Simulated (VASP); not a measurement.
# Se in VASP: settings compared, part 3 of 3

VASP 6.6.1.

## 5. Relaxation of the atoms, BLYP+D4 (the cell strained at random)

The input, INCAR:

```
SYSTEM = Se
PREC = Accurate ; ENCUT = 520
EDIFF = 1E-7 ; ISMEAR = 0
SIGMA = 0.05 ; LREAL = .False.
LASPH = .True. ; NELM = 100
ALGO = Normal ; ISIF = 2
LWAVE = .False. ; LCHARG = .False.
GGA = B5 ; ALDAX = 1.0
AGGAX = 1.0 ; AGGAC = 1.0
ALDAC = 0.0 ; IVDW = 13
VDW_S6 = 1.0 ; VDW_S8 = 2.34076671
VDW_A1 = 0.44488865 ; VDW_A2 = 4.0933009
IBRION = 2 ; NSW = 80
EDIFFG = -0.02
```

The input, KPOINTS:

```
Automatic mesh
0
Gamma
  9 9 9
  0 0 0
```

The input, POSCAR:

```
Se
1.0
    2.7895160000      0.0450880000     -0.0033490000
    0.0450880000      2.7997670000      0.0051240000
   -0.0033490000      0.0051240000      2.8434420000
Se
1
Direct
    0.0452770000      0.0008780000     -0.0072040000
```

Potentials or basis: VASP PAW PBE potentials, release 64 (Se).

Started as:

```console
$ cat potpaw_PBE.64/Se/POTCAR > POTCAR
$ mpirun -np 1 vasp_std > vasp.out
```

OUTCAR:

```text
SYSTEM = Se
   PREC = Accurate
   ENCUT = 520
   EDIFF = 1E-7
   ISMEAR = 0
   LREAL = .False.
   LASPH = .True.
   NELM = 100
   ISIF = 2
   GGA = B5
   IVDW = 13
   IBRION = 2
   NSW = 80
   EDIFFG = -0.02

 ion  position               nearest neighbor table
   1  0.045  0.001  0.993-

  LATTYP: Found a triclinic cell.
 ALAT       =     3.8884718376
 B/A-ratio  =     0.7174752679
 C/A-ratio  =     0.7312509150
 COS(alpha) =     0.0023489236
 COS(beta)  =     0.0042868739
 COS(gamma) =     0.6942466887

  Lattice vectors:

 A1 = (  -2.7444280000,   2.7546790000,   0.0084730000)
 A2 = (  -2.7895160000,  -0.0450880000,   0.0033490000)
 A3 = (  -0.0033490000,   0.0051240000,   2.8434420000)

Analysis of symmetry for initial positions (statically):
=====================================================================
 Subroutine PRICEL returns:
 Original cell was already a primitive cell.

 Routine SETGRP: Setting up the symmetry group for a
 triclinic supercell.

 Subroutine GETGRP returns: Found  2 space group operations
 (whereof  1 operations were pure point group operations)
 out of a pool of  2 trial point group operations.

The static configuration has the point symmetry C_1 .
 The point group associated with its full space group is S_2 .

Analysis of symmetry for dynamics (positions and initial velocities):
=====================================================================
 Subroutine PRICEL returns:
 Original cell was already a primitive cell.

 Routine SETGRP: Setting up the symmetry group for a
 triclinic supercell.

 Subroutine GETGRP returns: Found  2 space group operations
 (whereof  1 operations were pure point group operations)
 out of a pool of  2 trial point group operations.

The dynamic configuration has the point symmetry C_1 .
 The point group associated with its full space group is S_2 .

 Subroutine INISYM returns: Found  2 space group operations
 (whereof  1 operations are pure point group operations),
 and found     1 'primitive' translations

----------------------------------------------------------------------------------------

                                     Primitive cell

  volume of cell :      22.2014

  direct lattice vectors                    reciprocal lattice vectors
     2.789516000  0.045088000 -0.003349000     0.358578998 -0.005775419  0.000432741
     0.045088000  2.799767000  0.005124000    -0.005775419  0.357266778 -0.000650612
    -0.003349000  0.005124000  2.843442000     0.000432741 -0.000650612  0.351688124

  length of vectors
     2.789882373  2.800134718  2.843448589     0.358625766  0.357314049  0.351688992

  position of ions in fractional coordinates (direct lattice)
     0.045277000  0.000878000  0.992796000

  ion indices of the primitive-cell ions
   primitive index   ion index
                 1           1

----------------------------------------------------------------------------------------

 KPOINTS: Automatic mesh

Automatic generation of k-mesh.
 Grid dimensions read from file:
 generate k-points for:    9    9    9

 Generating k-lattice:

  Cartesian coordinates                     Fractional coordinates (reciprocal lattice)
     0.039842111 -0.000641713  0.000048082     0.111111111  0.000000000  0.000000000
    -0.000641713  0.039696309 -0.000072290     0.000000000  0.111111111  0.000000000
     0.000048082 -0.000072290  0.039076458     0.000000000  0.000000000  0.111111111

  Length of vectors
     0.039847307  0.039701561  0.039076555

  Shift w.r.t. Gamma in fractional coordinates (k-lattice)
     0.000000000  0.000000000  0.000000000

 Subroutine IBZKPT returns following result:
 ===========================================

 Found    365 irreducible k-points:

 Following reciprocal coordinates:
            Coordinates               Weight
  0.000000  0.000000  0.000000      1.000000
  0.111111 -0.000000  0.000000      2.000000
  0.222222  0.000000  0.000000      2.000000
  0.333333 -0.000000 -0.000000      2.000000
  0.444444  0.000000  0.000000      2.000000
 -0.000000  0.111111  0.000000      2.000000
[... 16 lines left out ...]
 -0.111111  0.222222  0.000000      2.000000
 -0.000000  0.333333  0.000000      2.000000
 [... further k-points ...]
   k-points           NKPTS =    365   k-points in BZ     NKDIM =    365   number of bands    NBANDS=      7
   number of dos      NEDOS =    301   number of ions     NIONS =      1
   total plane-waves  NPLWV =  13824
   dimension x,y,z NGX =    24 NGY =   24 NGZ =   24
   dimension x,y,z NGXF=    48 NGYF=   48 NGZF=   48
   ions per type =               1
   NGX,Y,Z   is equivalent  to a cutoff of  14.30, 14.25, 14.03 a.u.
   NGXF,Y,Z  is equivalent  to a cutoff of  28.60, 28.50, 28.06 a.u.
 SYSTEM =  Se
   PREC   = accura    normal or accurate (medium, high low for compatibility)
   ISTART =      0    job   : 0-new  1-cont  2-samecut
   ICHARG =      2    charge: 1-file 2-atom 10-const
   ISPIN  =      1    spin polarized calculation?
   LNONCOLLINEAR =      F non collinear calculations
   LSORBIT =      F    spin-orbit coupling
   LASPH  =      T    aspherical Exc in radial PAW
   ENCUT  =  520.0 eV  38.22 Ry    6.18 a.u.   5.19  5.21  5.29*2*pi/ulx,y,z
   NELM   =    100;   NELMIN=  2; NELMDL= -5     # of ELM steps
   EDIFF  = 0.1E-06   stopping-criterion for ELM
   LREAL  =      F    real-space projection
   EDIFFG = -.2E-01   stopping-criterion for IOM
   NSW    =     80    number of steps for IOM
   IBRION =      2    ionic relax: 0-MD 1-quasi-New 2-CG
   NFREE  =      1    steps in history (QN), initial steepest desc. (CG)
   ISIF   =      2    stress and relaxation
   ISYM   =      2    0-nonsym 1-usesym 2-fastsym
   POTIM  = 0.5000    time-step for ionic-motion
   TEBEG  =    0.0;   TEEND  =   0.0 temperature during run
   PSTRESS=    0.0 pullay stress
   NELECT =       6.0000    total number of electrons
   NUPDOWN=      -1.0000    fix difference up-down
   EMIN   =  10.00;   EMAX   =-10.00  energy-range for DOS
   EFERMI =   0.00;   METHOD = LEGACY
   ISMEAR =     0;   SIGMA  =   0.05  broadening in eV -4-tet -1-fermi 0-gaus
   EFERMI_NEDOS =   21; number of points for ismear=-14 and -15
   IALGO  =     38    algorithm
   IMIX   =      4    mixing-type and parameters
     AMIX     =   0.40;   BMIX     =  1.00
     AMIX_MAG =   1.60;   BMIX_MAG =  1.00
  volume/ion in A,a.u.               =      22.20       149.82
  Fermi-wavevector in a.u.,A,eV,Ry     =   1.058438  2.000157 15.242472  1.120290
  Thomas-Fermi vector in A             =   2.193747
   LORBIT       =      0    0 simple, 1 ext, 2 COOP (PROOUT), +10 PAW based schemes
   GGA     = B5    functional components
   LHFCALC =     F    Hartree Fock is set to
   AEXX    =    0.0000 exact exchange contribution
   IVDW    =    13    specifies the selected vdW correction
   LEPSILON=     F    determine dielectric tensor
   LRPA    =     F    only Hartree local field effects (RPA)
 conjugate gradient relaxation of ions
 non-spin polarized calculation
 Gauss-broadening in eV      SIGMA  =   0.05
  energy-cutoff  :      520.00
  volume of cell :       22.20
 maximum number of plane-waves:       610
 NGX is ok and might be reduce to    24

 number of electron       6.0000001 magnetization

 Free energy of the ion-electron system (eV)
  ---------------------------------------------------
  ext. energy  EPLUGINS =         0.00000000
  ---------------------------------------------------
  free energy    TOTEN  =        -2.70402744 eV

  energy without entropy =       -2.70307056  energy(sigma->0) =       -2.70354900

 E-fermi :   5.3415     XC(G=0):  -9.3520

 val. band max:        5.3407049415   @ k =  -0.2222  -0.4444   0.3333
 cond. band min:       5.3447839197   @ k =   0.4444   0.2222   0.3333
 fundamental gap:      0.0040789782
 Fermi energy:         5.3415481962

 k-point     1 :       0.0000    0.0000    0.0000
  band No.  band energies     occupation
      1     -10.8506      2.00000
      2       6.4171      0.00000
      3       6.7664      0.00000
      4       6.9666      0.00000
      5      13.0537      0.00000
      6      13.3500      0.00000
      7      13.7746      0.00000
[... 221 lines left out ...]
 k-point    24 :      -0.0000    0.3333    0.0000
  band No.  band energies     occupation
      1      -9.4378      2.00000
      2       0.0226      2.00000
      3       7.4506      0.00000
      4       7.9166      0.00000
      5      14.5743      0.00000
      6      15.4309      0.00000
      7      20.0399      0.00000

 [... further k-points ...]

------------------------ aborting loop because EDIFF is reached ----------------------------------------

  DFT-D4 for vdW energy calculation

  Edisp (eV):   -0.83343

  FORCE on cell =-STRESS in cart. coord.  units (eV):
  Direction    XX          YY          ZZ          XY          YZ          ZX
  --------------------------------------------------------------------------------------
  -------------------------------------------------------------------------------------
  Total       0.26846     0.34799     0.21536    -0.01866    -0.00051    -0.00070
  in kB      19.37360    25.11269    15.54126    -1.34672    -0.03676    -0.05034
  external pressure =       20.01 kB  Pullay stress =        0.00 kB

 VOLUME and BASIS-vectors are now :
 -----------------------------------------------------------------------------
  energy-cutoff  :      520.00
  volume of cell :       22.20
      direct lattice vectors                 reciprocal lattice vectors
     2.789516000  0.045088000 -0.003349000     0.358578998 -0.005775419  0.000432741
     0.045088000  2.799767000  0.005124000    -0.005775419  0.357266778 -0.000650612
    -0.003349000  0.005124000  2.843442000     0.000432741 -0.000650612  0.351688124

 POSITION                                       TOTAL-FORCE (eV/Angst)
 -----------------------------------------------------------------------------------
      0.12302      0.00959      2.82281        -0.000000     -0.000000      0.000000
 -----------------------------------------------------------------------------------
    total drift:                               -0.000000     -0.000000      0.000000

  FREE ENERGIE OF THE ION-ELECTRON SYSTEM (eV)
  ---------------------------------------------------
  free  energy   TOTEN  =        -3.5374534928 eV

  energy  without entropy=       -3.5364966146  energy(sigma->0) =       -3.53697505

 reached required accuracy - stopping structural energy minimisation
```

OSZICAR:

```text
N       E                     dE             d eps       ncg     rms          rms(c)
DAV:   1     0.125862454547E+02    0.12586E+02   -0.29045E+03  5117   0.733E+02
DAV:   2    -0.242253160799E+01   -0.15009E+02   -0.14280E+02  7014   0.860E+01
DAV:   3    -0.270018512682E+01   -0.27765E+00   -0.27676E+00  6160   0.140E+01
DAV:   4    -0.270062906434E+01   -0.44394E-03   -0.44393E-03  7707   0.638E-01
DAV:   5    -0.270062962336E+01   -0.55902E-06   -0.55891E-06  6265   0.157E-02    0.373E+00
DAV:   6    -0.270195245950E+01   -0.13228E-02   -0.30826E-03  6020   0.387E-01    0.227E+00
DAV:   7    -0.270398518447E+01   -0.20327E-02   -0.61976E-03  5397   0.578E-01    0.567E-02
DAV:   8    -0.270402156570E+01   -0.36381E-04   -0.15617E-04  6272   0.102E-01    0.151E-02
DAV:   9    -0.270402709303E+01   -0.55273E-05   -0.50130E-06  7343   0.224E-02    0.613E-03
DAV:  10    -0.270402751936E+01   -0.42632E-06   -0.24947E-06  5796   0.109E-02    0.151E-03
DAV:  11    -0.270402743979E+01    0.79565E-07   -0.61139E-08  5194   0.197E-03
   1 F= -.35374535E+01 E0= -.35369751E+01  d E =-.353745E+01
```

Wall time 55 s (1 thread of Intel Xeon 8259CL, shared host); peak memory 0.18 GiB.

Results:

| Property | Result |
| --- | --- |
| Free energy | -3.5375 eV |
| Pressure after relaxing | 2.0 GPa |
| Band gap on the k mesh | zero (band 3 reaches 8.04 eV, above the bottom of band 4 at 2.19 eV) |
| Dispersion energy per atom | -0.833 eV |

Final structure:
```xyz
1
Lattice="2.7895 0.0451 -0.0033 0.0451 2.7998 0.0051 -0.0033 0.0051 2.8434" Properties=species:S:1:pos:R:3 pbc="T T T"
Se    0.1230    0.0096    2.8228
```

Levels at points of the mesh, in eV from the Fermi level:
```
           k point  band 1  band 2  band 3  band 4  band 5  band 6
(0.00, 0.00, 0.00)  -16.19    1.08    1.42    1.63    7.71    8.01
```

Caveat: the cell differs from its parent crystal (the cell strained at random); the relaxation stopped at its first step, so nothing moved; the PAW data sets were made with another functional, which shifts forces and pressure a little; pairwise dispersion overbinds metals, which lowers pressure and volume.

## 6. Single point, LDA

This run uses another cell than the first one, of 21.33 Å³/atom, 0.961 times its volume.

The input, INCAR:

```
PREC     = Accurate       # precision mode
ENCUT    = 520            # plane-wave cutoff, eV
EDIFF    = 1E-6           # SCF threshold, eV
ISMEAR   = -1             # smearing method
SIGMA    = 0.05           # smearing width, eV
LREAL    = F              # projectors in reciprocal space
LASPH    = T              # aspherical terms in the spheres
NELM     = 100            # most SCF steps
ALGO     = Normal         # electronic algorithm
ISIF     = 2              # what is computed and relaxed
LWAVE    = F              # write WAVECAR
LCHARG   = F              # write CHGCAR
NBANDS   = 9              # bands
```

The input, KPOINTS:

```
regular mesh
0
Gamma
  9 9 9
```

The input, POSCAR:

```
Se
1.0
    2.7731256048      0.0000000000      0.0000000000
    0.0000000000      2.7731256048      0.0000000000
    0.0000000000      0.0000000000      2.7731256048
Se
1
Direct
    0.0000000000      0.0000000000      0.0000000000
```

Potentials or basis: VASP PAW LDA potentials, release 64 (Se).

Started as:

```console
$ cat potpaw_LDA.64/Se/POTCAR > POTCAR
$ mpirun -np 1 vasp_std > vasp.out
```

Wall time 2.8 s (1 thread of Intel Xeon Platinum 8488C (Sapphire Rapids), shared host); peak memory 0.12 GiB.

Results (log left out):

| Item | Value |
| --- | --- |
| Free energy | -4.0804 eV |
| Pressure | 0.2 GPa |
| Band gap on the k mesh | zero (band 3 reaches 8.42 eV, above the bottom of band 4 at 2.06 eV) |

Levels at points of the mesh, in eV from the Fermi level:
```
           k point  band 1  band 2  band 3  band 4  band 5  band 6  band 7
(0.00, 0.00, 0.00)  -16.56    1.47    1.47    1.47    7.71    7.71    7.96
```

## 7. The runs side by side

```csv
task,level,potentials or basis,cell,smearing,gap on the mesh (eV),pressure (GPa)
single point,PBE,"VASP PAW PBE potentials, release 64 (Se)","a = 2.790, b = 2.800, c = 2.843 Å, angles 89.8, 90.1, 88.2°, 1 atom",gaussian 0.02 eV,none,2.0
single point,BLYP+D3(BJ),"VASP PAW PBE potentials, release 64 (Se)","a = 2.790, b = 2.800, c = 2.843 Å, angles 89.8, 90.1, 88.2°, 1 atom",tetrahedron,none,0.9
single point,PBE,"VASP PAW PBE potentials, release 64 (Se)","a = 2.790, b = 2.800, c = 2.843 Å, angles 89.8, 90.1, 88.2°, 1 atom",gaussian 0.1 eV,none,2.0
relaxation of the atoms,BLYP+D4,"VASP PAW PBE potentials, release 64 (Se)","atoms relaxed from a = 2.790, b = 2.800, c = 2.843 Å, angles 89.8, 90.1, 88.2°, 1 atom",gaussian 0.05 eV,none,2.0
single point,LDA,"VASP PAW LDA potentials, release 64 (Se)","a = 2.773 Å, 1 atom",fermi-dirac 0.05 eV,none,0.2
```

Alike in all rows: no spin polarisation; k mesh 9 × 9 × 9; cutoff (eV) 520.

Caveats: the PAW data sets were made with another functional, which shifts forces and pressure a little (some runs); pairwise dispersion overbinds metals, which lowers pressure and volume (some runs); the relaxation stopped at its first step, so nothing moved (some runs).

Total energies depend on the potentials used, so only differences within one code and one set of settings carry meaning.
